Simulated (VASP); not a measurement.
# B2P3 (Pm-3m) in VASP: a series of runs

Runs on B2P3. Level: PBE. Tasks: relaxation of cell and atoms, single point.

All numbers are computed with VASP 6.6.1; they aren't measurements. Logs are shortened: lines on timing, memory, paths and dates and some standing lists are left out, and cuts for length are marked.

### Step 1. The cell of the first run

Symmetry: Pm-3m, No. 221, cubic system. Conventional cell: a = 4.480 Å, b = 4.480 Å, c = 4.480 Å, α = 90.00°, β = 90.00°, γ = 90.00°. Within 3.0 Å of B (site symmetry m-3m) lie 6 P at 2.24 Å. B (site symmetry m-3m) has 12 P at 3.17 Å and 8 B at 3.88 Å within 4.2 Å. P (site symmetry 4/mmm) has 2 B at 2.24 Å within 3.0 Å.

### Step 2. Relaxation of cell and atoms, PBE

File INCAR:

```
SYSTEM = B2P3
ALGO = Normal
EDIFF = 1E-6
EDIFFG = -0.04
ENCUT = 600
GGA = PE
IBRION = 2
ISIF = 3
ISMEAR = 0
LASPH = .True.
LCHARG = .False.
LREAL = .False.
LWAVE = .False.
NELM = 100
NSW = 90
PREC = Accurate
SIGMA = 0.1
```

File KPOINTS:

```
k-points
0
Gamma
  4 4 4
  0 0 0
```

File POSCAR:

```
B2P3
1.0
    4.4801314700      0.0000000000      0.0000000000
    0.0000000000      4.4801314700      0.0000000000
    0.0000000000      0.0000000000      4.4801314700
B P
2 3
Direct
    0.0000000000      0.0000000000      0.0000000000
    0.5000000000      0.5000000000      0.5000000000
    0.5000000000      0.0000000000      0.0000000000
    0.0000000000      0.5000000000      0.0000000000
    0.0000000000      0.0000000000      0.5000000000
```

Potentials or basis: VASP PAW PBE potentials, release 64 (B, P).

On the command line:

```bash
> cat potpaw_PBE.64/B/POTCAR potpaw_PBE.64/P/POTCAR > POTCAR
> mpirun -np 1 vasp_std > vasp.out
```

OUTCAR:

```text
SYSTEM = B2P3
   EDIFF = 1E-6
   EDIFFG = -0.04
   ENCUT = 600
   GGA = PE
   IBRION = 2
   ISIF = 3
   ISMEAR = 0
   LASPH = .True.
   LREAL = .False.
   NELM = 100
   NSW = 90
   PREC = Accurate

 ion  position               nearest neighbor table
   1  0.000  0.000  0.000-   3 2.24   4 2.24   5 2.24   5 2.24   4 2.24   3 2.24
   2  0.500  0.500  0.500-
   3  0.500  0.000  0.000-   1 2.24   1 2.24
   4  0.000  0.500  0.000-   1 2.24   1 2.24
   5  0.000  0.000  0.500-   1 2.24   1 2.24

  LATTYP: Found a simple cubic cell.
 ALAT       =     4.4801314700

  Lattice vectors:

 A1 = (   4.4801314700,   0.0000000000,   0.0000000000)
 A2 = (   0.0000000000,   4.4801314700,   0.0000000000)
 A3 = (   0.0000000000,   0.0000000000,   4.4801314700)

Analysis of symmetry for initial positions (statically):
=====================================================================
 Subroutine PRICEL returns:
 Original cell was already a primitive cell.

 Routine SETGRP: Setting up the symmetry group for a
 simple cubic supercell.

 Subroutine GETGRP returns: Found 48 space group operations
 (whereof 48 operations were pure point group operations)
 out of a pool of 48 trial point group operations.

The static configuration has the point symmetry O_h .

Analysis of symmetry for dynamics (positions and initial velocities):
=====================================================================
 Subroutine PRICEL returns:
 Original cell was already a primitive cell.

 Routine SETGRP: Setting up the symmetry group for a
 simple cubic supercell.

 Subroutine GETGRP returns: Found 48 space group operations
 (whereof 48 operations were pure point group operations)
 out of a pool of 48 trial point group operations.

The dynamic configuration has the point symmetry O_h .

 Subroutine INISYM returns: Found 48 space group operations
 (whereof 48 operations are pure point group operations),
 and found     1 'primitive' translations

----------------------------------------------------------------------------------------

                                     Primitive cell

  volume of cell :      89.9233

  direct lattice vectors                    reciprocal lattice vectors
     4.480131470  0.000000000  0.000000000     0.223207735  0.000000000  0.000000000
     0.000000000  4.480131470  0.000000000     0.000000000  0.223207735  0.000000000
     0.000000000  0.000000000  4.480131470     0.000000000  0.000000000  0.223207735

  length of vectors
     4.480131470  4.480131470  4.480131470     0.223207735  0.223207735  0.223207735

  position of ions in fractional coordinates (direct lattice)
     0.000000000  0.000000000  0.000000000
     0.500000000  0.500000000  0.500000000
     0.500000000  0.000000000  0.000000000
     0.000000000  0.500000000  0.000000000
     0.000000000  0.000000000  0.500000000

  ion indices of the primitive-cell ions
   primitive index   ion index
                 1           1
                 2           2
                 3           3
                 4           4
                 5           5

----------------------------------------------------------------------------------------

 KPOINTS: k-points

Automatic generation of k-mesh.
 Grid dimensions read from file:
 generate k-points for:    4    4    4

 Generating k-lattice:

  Cartesian coordinates                     Fractional coordinates (reciprocal lattice)
     0.055801934  0.000000000  0.000000000     0.250000000  0.000000000  0.000000000
     0.000000000  0.055801934  0.000000000     0.000000000  0.250000000  0.000000000
     0.000000000  0.000000000  0.055801934     0.000000000  0.000000000  0.250000000

  Length of vectors
     0.055801934  0.055801934  0.055801934

  Shift w.r.t. Gamma in fractional coordinates (k-lattice)
     0.000000000  0.000000000  0.000000000

 Subroutine IBZKPT returns following result:
 ===========================================

 Found     10 irreducible k-points:

 Following reciprocal coordinates:
            Coordinates               Weight
  0.000000  0.000000  0.000000      1.000000
  0.250000  0.000000  0.000000      6.000000
  0.500000  0.000000  0.000000      3.000000
  0.250000  0.250000  0.000000     12.000000
  0.500000  0.250000  0.000000     12.000000
  0.500000  0.500000  0.000000      3.000000
  0.250000  0.250000  0.250000      8.000000
  0.500000  0.250000  0.250000     12.000000
  0.500000  0.500000  0.250000      6.000000
  0.500000  0.500000  0.500000      1.000000
   k-points           NKPTS =     10   k-points in BZ     NKDIM =     10   number of bands    NBANDS=     14
   number of dos      NEDOS =    301   number of ions     NIONS =      5
   total plane-waves  NPLWV =  46656
   dimension x,y,z NGX =    36 NGY =   36 NGZ =   36
   dimension x,y,z NGXF=    72 NGYF=   72 NGZF=   72
   ions per type =               2   3
   NGX,Y,Z   is equivalent  to a cutoff of  13.36, 13.36, 13.36 a.u.
   NGXF,Y,Z  is equivalent  to a cutoff of  26.72, 26.72, 26.72 a.u.
 SYSTEM =  B2P3
   PREC   = accura    normal or accurate (medium, high low for compatibility)
   ISTART =      0    job   : 0-new  1-cont  2-samecut
   ICHARG =      2    charge: 1-file 2-atom 10-const
   ISPIN  =      1    spin polarized calculation?
   LNONCOLLINEAR =      F non collinear calculations
   LSORBIT =      F    spin-orbit coupling
   LASPH  =      T    aspherical Exc in radial PAW
   ENCUT  =  600.0 eV  44.10 Ry    6.64 a.u.   8.95  8.95  8.95*2*pi/ulx,y,z
   NELM   =    100;   NELMIN=  2; NELMDL= -5     # of ELM steps
   EDIFF  = 0.1E-05   stopping-criterion for ELM
   LREAL  =      F    real-space projection
   EDIFFG = -.4E-01   stopping-criterion for IOM
   NSW    =     90    number of steps for IOM
   IBRION =      2    ionic relax: 0-MD 1-quasi-New 2-CG
   NFREE  =      1    steps in history (QN), initial steepest desc. (CG)
   ISIF   =      3    stress and relaxation
   ISYM   =      2    0-nonsym 1-usesym 2-fastsym
   POTIM  = 0.5000    time-step for ionic-motion
   TEBEG  =    0.0;   TEEND  =   0.0 temperature during run
   PSTRESS=    0.0 pullay stress
   NELECT =      21.0000    total number of electrons
   NUPDOWN=      -1.0000    fix difference up-down
   EMIN   =  10.00;   EMAX   =-10.00  energy-range for DOS
   EFERMI =   0.00;   METHOD = LEGACY
   ISMEAR =     0;   SIGMA  =   0.10  broadening in eV -4-tet -1-fermi 0-gaus
   EFERMI_NEDOS =   21; number of points for ismear=-14 and -15
   IALGO  =     38    algorithm
   IMIX   =      4    mixing-type and parameters
     AMIX     =   0.40;   BMIX     =  1.00
     AMIX_MAG =   1.60;   BMIX_MAG =  1.00
  volume/ion in A,a.u.               =      17.98       121.37
  Fermi-wavevector in a.u.,A,eV,Ry     =   1.008147  1.905121 13.828421  1.016360
  Thomas-Fermi vector in A             =   2.140996
   LORBIT       =      0    0 simple, 1 ext, 2 COOP (PROOUT), +10 PAW based schemes
   GGA     = PE    functional components
   LHFCALC =     F    Hartree Fock is set to
   AEXX    =    0.0000 exact exchange contribution
   IVDW    =     0    specifies the selected vdW correction
   LEPSILON=     F    determine dielectric tensor
   LRPA    =     F    only Hartree local field effects (RPA)
 conjugate gradient relaxation of ions
 non-spin polarized calculation
 Gauss-broadening in eV      SIGMA  =   0.10
  energy-cutoff  :      600.00
  volume of cell :       89.92
 maximum number of plane-waves:      3024
 NGX is ok and might be reduce to    36
   NGX = 17   NGY = 17   NGZ = 17

--------------------------------------- Ionic step        1  -------------------------------------------

 number of electron      20.9999998 magnetization

 Free energy of the ion-electron system (eV)
  ---------------------------------------------------
  ext. energy  EPLUGINS =         0.00000000
  ---------------------------------------------------
  free energy    TOTEN  =       -20.96515231 eV

  energy without entropy =      -20.93689084  energy(sigma->0) =      -20.95102157

 E-fermi :   3.8605     XC(G=0):  -9.7030

 val. band max:        3.8459127122   @ k =   0.5000   0.2500   0.0000
 cond. band min:       3.8743769600   @ k =   0.5000   0.2500   0.0000
 fundamental gap:      0.0284642478
 Fermi energy:         3.8604690225

 k-point     1 :       0.0000    0.0000    0.0000
  band No.  band energies     occupation
      1      -9.1859      2.00000
      2      -4.1881      2.00000
      3      -4.1881      2.00000
      4      -1.4153      2.00000
      5      -1.4153      2.00000
      6      -1.4153      2.00000
      7      -0.9701      2.00000
      8       3.2493      2.00000
      9       3.8760      0.82566
     10       3.8760      0.82566
     11       3.8760      0.82566
     12       4.5568      0.00000
     13       4.5568      0.00000
     14       4.5568      0.00000
[... 265 lines left out ...]
  energy  without entropy=      -22.8488100893  energy(sigma->0) =      -22.85734097

--------------------------------------- Ionic step        4  -------------------------------------------

 number of electron      20.9999998 magnetization

 Free energy of the ion-electron system (eV)
  ---------------------------------------------------
  ext. energy  EPLUGINS =         0.00000000
  ---------------------------------------------------
  free energy    TOTEN  =       -22.86850348 eV

  energy without entropy =      -22.85179282  energy(sigma->0) =      -22.86014815

 E-fermi :   7.3301     XC(G=0): -11.1383

 val. band max:        7.2768502608   @ k =   0.2500   0.2500   0.0000
 cond. band min:       7.5209272019   @ k =   0.2500   0.2500   0.2500
 fundamental gap:      0.2440769411
 Fermi energy:         7.3301309518

 k-point     1 :       0.0000    0.0000    0.0000
  band No.  band energies     occupation
      1      -8.3693      2.00000
      2      -0.2870      2.00000
      3      -0.2870      2.00000
      4       0.1148      2.00000
      5       0.1148      2.00000
      6       0.1148      2.00000
      7       1.8550      2.00000
      8       7.2380      1.80749
      9       7.2380      1.80749
     10       7.2380      1.80749
     11       8.5688      0.00000
     12       8.5688      0.00000
     13       8.5688      0.00000
     14       9.1573      0.00000
[... 183 lines left out ...]
  FREE ENERGIE OF THE ION-ELECTRON SYSTEM (eV)
  ---------------------------------------------------
  free  energy   TOTEN  =       -22.8685034792 eV

  energy  without entropy=      -22.8517928243  energy(sigma->0) =      -22.86014815

 reached required accuracy - stopping structural energy minimisation
```

It took 18 s on 1 thread of Intel Xeon 6975P-C (Granite Rapids), shared host; peak memory 0.2 GiB.

Results:

* Free energy: -22.8685 eV
* Relaxed volume: 12.73 Å³/atom
* Relaxed cell: a = 3.993 Å, b = 3.993 Å, c = 3.993 Å, α = 90.00°, β = 90.00°, γ = 90.00°
* Space group after relaxing (to 0.05 Å): Pm-3m (No. 221)
* Energy gained by relaxing: 380.7 meV/atom
* Ionic steps: 4
* Pressure after relaxing: 0.1 GPa

Step by step:
```csv
step,energy change (eV),largest force (eV/Å),pressure (GPa),volume (Å³)
1,0.0000,0.0000,-16.43,89.92
2,-1.8210,0.0000,-5.84,68.00
3,-1.9007,0.0000,-1.14,64.44
4,-1.9034,0.0000,0.10,63.65
```

Final structure:
```
B P
1.0
     3.99276    0.00000    0.00000
     0.00000    3.99276    0.00000
     0.00000    0.00000    3.99276
B P
2 3
Direct
  0.00000 0.00000 0.00000
  0.50000 0.50000 0.50000
  0.50000 0.00000 0.00000
  0.00000 0.50000 0.00000
  0.00000 0.00000 0.50000
```

Levels at points of the mesh, in eV from the Fermi level:
| k point | band 7 | band 8 | band 9 | band 10 | band 11 | band 12 | band 13 | band 14 |
| --- | --- | --- | --- | --- | --- | --- | --- | --- |
| (0.00, 0.00, 0.00) | -5.48 | -0.09 | -0.09 | -0.09 | 1.24 | 1.24 | 1.24 | 1.83 |
| (0.50, 0.00, 0.00) | -4.05 | -2.56 | -2.56 | -1.02 | 1.61 | 1.61 | 2.02 | 2.21 |
| (0.50, 0.50, 0.00) | -1.60 | -1.60 | -1.31 | -1.31 | -0.46 | 0.53 | 2.80 | 2.80 |
| (0.50, 0.50, 0.50) | -5.92 | -5.22 | 3.10 | 3.10 | 3.80 | 3.80 | 3.80 | 4.93 |

Caveat: the volume moved by over 15 % at a fixed basis, so the end points are rough.

### Step 3. Single point, PBE

This run uses another cell than the first one, of 12.86 Å³/atom, 0.715 times its volume.

File INCAR:

```
ALGO = Normal
EDIFF = 1E-6
ENCUT = 520
GGA = PE
ISIF = 2
ISMEAR = 0
LASPH = T
LCHARG = F
LREAL = F
LWAVE = F
NBANDS = 18
NELM = 100
PREC = Accurate
SIGMA = 0.1
```

File KPOINTS:

```
k-points
0
Gamma
  10 10 10
```

Changes to POSCAR since step 2:

```diff
@@ -2,5 +2,5 @@
 1.0
-    4.4801314700      0.0000000000      0.0000000000
-    0.0000000000      4.4801314700      0.0000000000
-    0.0000000000      0.0000000000      4.4801314700
+    4.0066431181      0.0000000000      0.0000000000
+    0.0000000000      4.0066431181      0.0000000000
+    0.0000000000      0.0000000000      4.0066431181
 B P
```

Potentials or basis: VASP PAW PBE potentials, release 64 (B, P).

On the command line:

```bash
> cat potpaw_PBE.64/B/POTCAR potpaw_PBE.64/P/POTCAR > POTCAR
> mpirun -np 1 vasp_std > vasp.out
```

OUTCAR:

```text
EDIFF = 1E-6
   ENCUT = 520
   GGA = PE
   ISIF = 2
   ISMEAR = 0
   LASPH = T
   LREAL = F
   NELM = 100
   PREC = Accurate

 ion  position               nearest neighbor table
   1  0.000  0.000  0.000-   3 2.00   4 2.00   5 2.00   5 2.00   4 2.00   3 2.00
   2  0.500  0.500  0.500-
   3  0.500  0.000  0.000-   1 2.00   1 2.00   5 2.83   5 2.83   4 2.83   4 2.83   4 2.83   5 2.83
                             5 2.83   4 2.83
   4  0.000  0.500  0.000-   1 2.00   1 2.00   5 2.83   5 2.83   3 2.83   3 2.83   5 2.83   5 2.83
                             3 2.83   3 2.83
   5  0.000  0.000  0.500-   1 2.00   1 2.00   4 2.83   3 2.83   3 2.83   4 2.83   4 2.83   4 2.83
                             3 2.83   3 2.83

  LATTYP: Found a simple cubic cell.
 ALAT       =     4.0066431181

  Lattice vectors:

 A1 = (   4.0066431181,   0.0000000000,   0.0000000000)
 A2 = (   0.0000000000,   4.0066431181,   0.0000000000)
 A3 = (   0.0000000000,   0.0000000000,   4.0066431181)

Analysis of symmetry for initial positions (statically):
[... 174 lines left out ...]
  ext. energy  EPLUGINS =         0.00000000
  ---------------------------------------------------
  free energy    TOTEN  =       -22.28896220 eV

  energy without entropy =      -22.27980618  energy(sigma->0) =      -22.28438419

 E-fermi :   7.7446     XC(G=0): -11.0949

 val. band max:        7.7202039337   @ k =   0.1000   0.1000   0.0000
 cond. band min:       7.7799790642   @ k =   0.2000   0.1000   0.0000
 fundamental gap:      0.0597751305
 Fermi energy:         7.7445965229

 k-point     1 :       0.0000    0.0000    0.0000
  band No.  band energies     occupation
      1      -8.4776      2.00000
      2      -0.4792      2.00000
      3      -0.4792      2.00000
      4      -0.0349      2.00000
      5      -0.0349      2.00000
      6      -0.0349      2.00000
[... 481 lines left out ...]
      5       1.8334      2.00000
      6       2.4357      2.00000
[... 10 lines left out ...]
     17      12.5456      0.00000
     18      14.0164      0.00000

 [... further k-points ...]
[... 5 lines left out ...]
  --------------------------------------------------------------------------------------
  -------------------------------------------------------------------------------------
  Total       -0.0590677     -0.0590677     -0.0590677      0.0000000     -0.0000000      0.0000000
  in kB       -1.4713581     -1.4713581     -1.4713581      0.0000000     -0.0000000      0.0000000
  external PRESSURE =      -1.4713581 kB  Pullay stress =       0.0000000 kB

 VOLUME and BASIS-vectors are now :
 -----------------------------------------------------------------------------
  energy-cutoff  :      520.00
  volume of cell :       64.32
      direct lattice vectors                 reciprocal lattice vectors
     4.006643118  0.000000000  0.000000000     0.249585494  0.000000000  0.000000000
     0.000000000  4.006643118  0.000000000     0.000000000  0.249585494  0.000000000
     0.000000000  0.000000000  4.006643118     0.000000000  0.000000000  0.249585494

 POSITION                                       TOTAL-FORCE (eV/Angst)
 -----------------------------------------------------------------------------------
      0.00000      0.00000      0.00000         0.000000      0.000000      0.000000
      2.00332      2.00332      2.00332         0.000000      0.000000      0.000000
      2.00332      0.00000      0.00000         0.000000      0.000000      0.000000
      0.00000      2.00332      0.00000         0.000000      0.000000      0.000000
      0.00000      0.00000      2.00332         0.000000      0.000000      0.000000
 -----------------------------------------------------------------------------------
    total drift:                               -0.000000     -0.000000      0.000000

  FREE ENERGIE OF THE ION-ELECTRON SYSTEM (eV)
  ---------------------------------------------------
  free  energy   TOTEN  =       -22.2889622007 eV

  energy  without entropy=      -22.2798061829  energy(sigma->0) =      -22.28438419
```

Wall time 20 s (1 thread of Intel Xeon 6975P-C (Granite Rapids), shared host); peak memory 0.19 GiB.

Results:

| Property | Result |
| --- | --- |
| Free energy | -22.2890 eV |
| Pressure | -0.1 GPa |

### Step 4. Relaxation of cell and atoms, PBE

This run uses another cell than the first one, of 12.77 Å³/atom, 0.710 times its volume.

File INCAR:

```
ALGO = Normal ; EDIFF = 1E-6
EDIFFG = -0.01 ; ENCUT = 600
GGA = PE ; IBRION = 2
ISIF = 3 ; ISMEAR = 0
LASPH = True ; LCHARG = False
LREAL = False ; LWAVE = False
NELM = 60 ; NSW = 100
PREC = Accurate ; SIGMA = 0.1
```

KPOINTS is that of step 3.

Changes to POSCAR since step 3:

```diff
@@ -2,5 +2,5 @@
 1.0
-    4.0066431181      0.0000000000      0.0000000000
-    0.0000000000      4.0066431181      0.0000000000
-    0.0000000000      0.0000000000      4.0066431181
+    3.9968132148      0.0000000000      0.0000000000
+    0.0000000000      3.9968132148      0.0000000000
+    0.0000000000      0.0000000000      3.9968132148
 B P
```

On the command line:

```bash
> cat potpaw_PBE.64/B/POTCAR potpaw_PBE.64/P/POTCAR > POTCAR
> mpirun -np 1 vasp_std > vasp.out
```

Wall time 24 s (1 thread of Intel Xeon 6975P-C (Granite Rapids), shared host); peak memory 0.2 GiB.

The run converged. Its results:

| Property | Result |
| --- | --- |
| Free energy | -22.2907 eV |
| Relaxed volume | 12.86 Å³/atom |
| Relaxed cell | a = 4.006 Å, b = 4.006 Å, c = 4.006 Å, α = 90.00°, β = 90.00°, γ = 90.00° |
| Space group after relaxing (to 0.05 Å) | Pm-3m (No. 221) |
| Energy gained by relaxing | 0.1 meV/atom |
| Ionic steps | 2 |
| Pressure after relaxing | -0.1 GPa |

The path:
| step | energy change (eV) | largest force (eV/Å) | pressure (GPa) | volume (Å³) |
| --- | --- | --- | --- | --- |
| 1 | 0.0000 | 0.0000 | 0.58 | 63.85 |
| 2 | -0.0007 | 0.0000 | -0.08 | 64.28 |

Final structure:
```
CELL_PARAMETERS angstrom
4.00577 0.00000 0.00000
0.00000 4.00577 0.00000
0.00000 0.00000 4.00577
ATOMIC_POSITIONS crystal
B 0.00000 0.00000 0.00000
B 0.50000 0.50000 0.50000
P 0.50000 0.00000 0.00000
P 0.00000 0.50000 0.00000
P 0.00000 0.00000 0.50000
```

Levels at points of the mesh, in eV from the Fermi level:
```csv
k point,band 7,band 8,band 9,band 10,band 11,band 12,band 13,band 14
"(0.00, 0.00, 0.00)",-5.91,-0.58,-0.58,-0.58,0.65,0.65,0.65,1.23
"(0.50, 0.00, 0.00)",-4.65,-3.03,-3.03,-1.55,1.00,1.00,1.40,1.72
"(0.50, 0.50, 0.00)",-2.10,-2.10,-1.87,-1.87,-0.91,0.19,2.17,2.17
"(0.50, 0.50, 0.50)",-6.38,-5.54,2.41,2.41,3.10,3.10,3.10,4.29
```

### Step 5. Summary

```csv
task,cell,k mesh,cutoff (eV),gap on the mesh (eV),pressure (GPa),relaxed volume (Å³/atom)
relaxation of cell and atoms,"relaxed from a = 4.480 Å, 5 atoms",4 × 4 × 4,600,none,0.1,12.73
single point,"a = 4.007 Å, 5 atoms",10 × 10 × 10,520,none,-0.1,-
relaxation of cell and atoms,"relaxed from a = 3.997 Å, 5 atoms",10 × 10 × 10,600,none,-0.1,12.86
```

Alike in all rows: level PBE; potentials or basis VASP PAW PBE potentials, release 64 (B, P); no spin polarisation; smearing gaussian 0.1 eV.

Caveats: the volume moved by over 15 % at a fixed basis, so the end points are rough (some runs).

Total energies depend on the potentials used, so only differences within one code and one set of settings carry meaning.
